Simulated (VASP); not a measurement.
# BN (I-4m2) in VASP: notebook, part 2 of 2

VASP 6.6.1.

## Step 4: Electric field gradients, PBE (zz strain of -3 %)

The input, INCAR:

```
SYSTEM = BN
PREC = Accurate
ENCUT = 520
EDIFF = 1E-8
ISMEAR = -1
SIGMA = 0.03
LREAL = .False.
LASPH = .True.
NELM = 80
ALGO = Normal
ISIF = 2
LWAVE = .False.
LCHARG = .False.
GGA = PE
LEFG = .True.
NBANDS = 11
```

The input, KPOINTS:

```
Automatic mesh
0
Gamma
  13 13 13
  0 0 0
```

The input, POSCAR:

```
BN
1.0
    0.0000000000      1.8075000000      1.7532750000
    1.8075000000      0.0000000000      1.7532750000
    1.8075000000      1.8075000000      0.0000000000
B N
1 1
Direct
    0.0000000000      0.0000000000      0.0000000000
    0.7500000000      0.7500000000      0.7500000000
```

Potentials or basis: VASP PAW PBE potentials, release 64 (B, N).

Started as:

```
$ cat potpaw_PBE.64/B/POTCAR potpaw_PBE.64/N/POTCAR > POTCAR
$ mpirun -np 1 vasp_std > vasp.out
```

OUTCAR:

```text
SYSTEM = BN
   PREC = Accurate
   ENCUT = 520
   EDIFF = 1E-8
   ISMEAR = -1
   LREAL = .False.
   LASPH = .True.
   NELM = 80
   ISIF = 2
   GGA = PE

 ion  position               nearest neighbor table
   1  0.000  0.000  0.000-   2 1.55   2 1.55   2 1.55   2 1.55
   2  0.750  0.750  0.750-   1 1.55   1 1.55   1 1.55   1 1.55

  LATTYP: Found a body centered tetragonal cell.
 ALAT       =     2.5561910140
 C/A-ratio  =     1.3717871555

  Lattice vectors:

 A1 = (   0.0000000000,  -1.8075000000,  -1.7532750000)
 A2 = (   0.0000000000,   1.8075000000,  -1.7532750000)
 A3 = (   1.8075000000,   0.0000000000,   1.7532750000)

Analysis of symmetry for initial positions (statically):
=====================================================================
 Subroutine PRICEL returns:
 Original cell was already a primitive cell.

 Routine SETGRP: Setting up the symmetry group for a
 body centered tetragonal supercell.

 Subroutine GETGRP returns: Found  8 space group operations
 (whereof  8 operations were pure point group operations)
 out of a pool of 16 trial point group operations.

The static configuration has the point symmetry D_2d.

Analysis of symmetry for dynamics (positions and initial velocities):
=====================================================================
 Subroutine PRICEL returns:
 Original cell was already a primitive cell.

 Routine SETGRP: Setting up the symmetry group for a
 body centered tetragonal supercell.

 Subroutine GETGRP returns: Found  8 space group operations
 (whereof  8 operations were pure point group operations)
 out of a pool of 16 trial point group operations.

The dynamic configuration has the point symmetry D_2d.

 Subroutine INISYM returns: Found  8 space group operations
 (whereof  8 operations are pure point group operations),
 and found     1 'primitive' translations

----------------------------------------------------------------------------------------

                                     Primitive cell

  volume of cell :      11.4561

  direct lattice vectors                    reciprocal lattice vectors
     0.000000000  1.807500000  1.753275000    -0.276625173  0.276625173  0.285180591
     1.807500000  0.000000000  1.753275000     0.276625173 -0.276625173  0.285180591
     1.807500000  1.807500000  0.000000000     0.276625173  0.276625173 -0.285180591

  length of vectors
     2.518140083  2.518140083  2.556191014     0.484118727  0.484118727  0.484118727

  position of ions in fractional coordinates (direct lattice)
     0.000000000  0.000000000  0.000000000
     0.750000000  0.750000000  0.750000000

  ion indices of the primitive-cell ions
   primitive index   ion index
                 1           1
                 2           2

----------------------------------------------------------------------------------------

 KPOINTS: Automatic mesh

Automatic generation of k-mesh.
 Grid dimensions read from file:
 generate k-points for:   13   13   13

 Generating k-lattice:
[... 78 lines left out ...]
   EFERMI_NEDOS =   21; number of points for ismear=-14 and -15
   IALGO  =     38    algorithm
   IMIX   =      4    mixing-type and parameters
     AMIX     =   0.40;   BMIX     =  1.00
     AMIX_MAG =   1.60;   BMIX_MAG =  1.00
  volume/ion in A,a.u.               =       5.73        38.65
  Fermi-wavevector in a.u.,A,eV,Ry     =   1.452421  2.744678 28.701866  2.109528
  Thomas-Fermi vector in A             =   2.569805
   LORBIT       =      0    0 simple, 1 ext, 2 COOP (PROOUT), +10 PAW based schemes
   GGA     = PE    functional components
   LHFCALC =     F    Hartree Fock is set to
   AEXX    =    0.0000 exact exchange contribution
   IVDW    =     0    specifies the selected vdW correction
   LEPSILON=     F    determine dielectric tensor
   LRPA    =     F    only Hartree local field effects (RPA)
 non-spin polarized calculation
  energy-cutoff  :      520.00
  volume of cell :       11.46
 maximum number of plane-waves:       323
   NGX =  9   NGY =  9   NGZ =  9

 number of electron       7.9999998 magnetization

 Free energy of the ion-electron system (eV)
  ---------------------------------------------------
  ext. energy  EPLUGINS =         0.00000000
  ---------------------------------------------------
  free energy    TOTEN  =       -17.41493619 eV

  energy without entropy =      -17.41493619  energy(sigma->0) =      -17.41493619

 E-fermi :   8.5621     XC(G=0): -12.9743

 val. band max:        7.9789143625   @ k =   0.0000   0.0000   0.0000
 cond. band min:      12.0072033425   @ k =   0.4615   0.4615   0.0000
 fundamental gap:      4.0282889800
 Fermi energy:         8.5621362000

 k-point     1 :       0.0000    0.0000    0.0000
  band No.  band energies     occupation
      1     -12.7966      2.00000
      2       7.6872      2.00000
      3       7.6872      2.00000
      4       7.9789      2.00000
      5      16.6129      0.00000
      6      16.8310      0.00000
      7      16.8310      0.00000
      8      18.6285      0.00000
      9      33.1206      0.00000
     10      35.1346      0.00000
     11      36.0143      0.00000
[... 309 lines left out ...]
 k-point    24 :       0.4615    0.1538    0.0000
  band No.  band energies     occupation
      1      -8.6242      2.00000
      2      -1.7762      2.00000
      3       4.6251      2.00000
      4       4.7124      2.00000
      5      16.5362      0.00000
      6      20.4178      0.00000
      7      20.5407      0.00000
      8      22.5910      0.00000
      9      29.0910      0.00000
     10      34.8571      0.00000
     11      36.3230      0.00000

 [... further k-points ...]

------------------------ aborting loop because EDIFF is reached ----------------------------------------

  FORCE on cell =-STRESS in cart. coord.  units (eV):
  Direction    XX          YY          ZZ          XY          YZ          ZX
  --------------------------------------------------------------------------------------
  -------------------------------------------------------------------------------------
  Total        0.6822433      0.6822433      2.0000566      0.0000000      0.0000000      0.0000000
  in kB       95.4142425     95.4142425    279.7153031      0.0000000      0.0000000      0.0000000
  external PRESSURE =     156.8479294 kB  Pullay stress =       0.0000000 kB

 VOLUME and BASIS-vectors are now :
 -----------------------------------------------------------------------------
  energy-cutoff  :      520.00
  volume of cell :       11.46
      direct lattice vectors                 reciprocal lattice vectors
     0.000000000  1.807500000  1.753275000    -0.276625173  0.276625173  0.285180591
     1.807500000  0.000000000  1.753275000     0.276625173 -0.276625173  0.285180591
     1.807500000  1.807500000  0.000000000     0.276625173  0.276625173 -0.285180591

 POSITION                                       TOTAL-FORCE (eV/Angst)
 -----------------------------------------------------------------------------------
      0.00000      0.00000      0.00000        -0.000000     -0.000000      0.000000
      2.71125      2.71125      2.62991         0.000000      0.000000     -0.000000
 -----------------------------------------------------------------------------------
    total drift:                               -0.000001     -0.000001      0.000002

  FREE ENERGIE OF THE ION-ELECTRON SYSTEM (eV)
  ---------------------------------------------------
  free  energy   TOTEN  =       -17.4149361866 eV

  energy  without entropy=      -17.4149361866  energy(sigma->0) =      -17.41493619

 Electric field gradients (V/A^2)
---------------------------------------------------------------------
 ion       V_xx      V_yy      V_zz      V_xy      V_xz      V_yz
---------------------------------------------------------------------
   1      -0.552    -0.552     1.104    -0.000    -0.000    -0.000
   2       2.402     2.402    -4.804    -0.000    -0.001    -0.001
---------------------------------------------------------------------

 Electric field gradients after diagonalization (V/A^2)
 (convention: |V_zz| > |V_xx| > |V_yy|)
----------------------------------------------------------------------
 ion       V_xx      V_yy      V_zz     asymmetry (V_yy - V_xx)/ V_zz
----------------------------------------------------------------------
   1      -0.552    -0.552     1.104       0.000
   2       2.402     2.402    -4.804       0.000
----------------------------------------------------------------------

           NMR quadrupolar parameters

 Cq : quadrupolar parameter    Cq=e*Q*V_zz/h
 eta: asymmetry parameters     (V_yy - V_xx)/ V_zz
 Q  : nuclear electric quadrupole moment in mb (millibarn)
----------------------------------------------------------------------
 ion       Cq(MHz)       eta       Q (mb)
----------------------------------------------------------------------
   1       0.003       0.000       1.000
   2      -0.012       0.000       1.000
----------------------------------------------------------------------
```

OSZICAR:

```text
N       E                     dE             d eps       ncg     rms          rms(c)
DAV:   1     0.108611933065E+02    0.10861E+02   -0.50370E+03  4432   0.725E+02
DAV:   2    -0.179238163738E+02   -0.28785E+02   -0.28051E+02  5100   0.168E+02
DAV:   3    -0.184281907761E+02   -0.50437E+00   -0.50361E+00  5119   0.190E+01
DAV:   4    -0.184287549637E+02   -0.56419E-03   -0.56418E-03  4618   0.710E-01
DAV:   5    -0.184287554580E+02   -0.49437E-06   -0.49436E-06  4978   0.208E-02    0.688E+00
DAV:   6    -0.175116579695E+02    0.91710E+00   -0.28937E+00  4534   0.998E+00    0.338E+00
DAV:   7    -0.174298316500E+02    0.81826E-01   -0.11850E-01  4846   0.281E+00    0.197E+00
DAV:   8    -0.174146486082E+02    0.15183E-01   -0.36729E-02  4785   0.140E+00    0.209E-01
DAV:   9    -0.174148483096E+02   -0.19970E-03   -0.91343E-04  4558   0.260E-01    0.866E-02
DAV:  10    -0.174149312608E+02   -0.82951E-04   -0.11705E-04  4751   0.924E-02    0.154E-02
DAV:  11    -0.174149361624E+02   -0.49016E-05   -0.84583E-06  4964   0.240E-02    0.106E-02
DAV:  12    -0.174149361859E+02   -0.23558E-07   -0.14733E-06  4768   0.836E-03    0.618E-04
DAV:  13    -0.174149361866E+02   -0.72635E-09   -0.22036E-08  4808   0.145E-03
   1 F= -.17414936E+02 E0= -.17414936E+02  d E =-.202738E-11
```

stdout:

```text
POSCAR found type information on POSCAR B N
 POSCAR found :  2 types and       2 ions
 scaLAPACK will be used
 LDA part: xc-table for (Slater+PW92), standard interpolation
 POSCAR, INCAR and KPOINTS ok, starting setup
 FFT: planning ... GRIDC
 FFT: planning ... GRID_SOFT
 FFT: planning ... GRID
 WAVECAR not read
 entering main loop
ion   1

ion   2
```

Run time: 11 s. Hardware: 1 thread of Intel Xeon 6975P-C (Granite Rapids), shared host; peak memory 0.13 GiB.

What came out:

```
Free energy            : -17.4149 eV
Pressure               : 15.7 GPa
Band gap on the k mesh : 4.03 eV, indirect (least direct gap 8.63 eV)
```

Stress tensor (GPa, compression positive):
```
 9.54  0.00  0.00
 0.00  9.54  0.00
 0.00  0.00 27.97
```

Levels at points of the mesh, in eV from the valence-band top:
```
           k point  band 1  band 2  band 3  band 4  band 5  band 6  band 7  band 8  band 9
(0.00, 0.00, 0.00)  -20.78   -0.29   -0.29    0.00    8.63    8.85    8.85   10.65   25.14
```

Electric field gradients, principal values (V/Å²):
| atom | least | middle | greatest (by size) |
| --- | --- | --- | --- |
| 1 B | -0.552 | -0.552 | 1.104 |
| 2 N | 2.402 | 2.402 | -4.804 |

Caveat: the cell differs from its parent crystal (zz strain of -3 %); without QUAD_EFG the Cq values of the log hold for a quadrupole moment of 1 mb, not for the nuclei. A k mesh can miss the band edges.
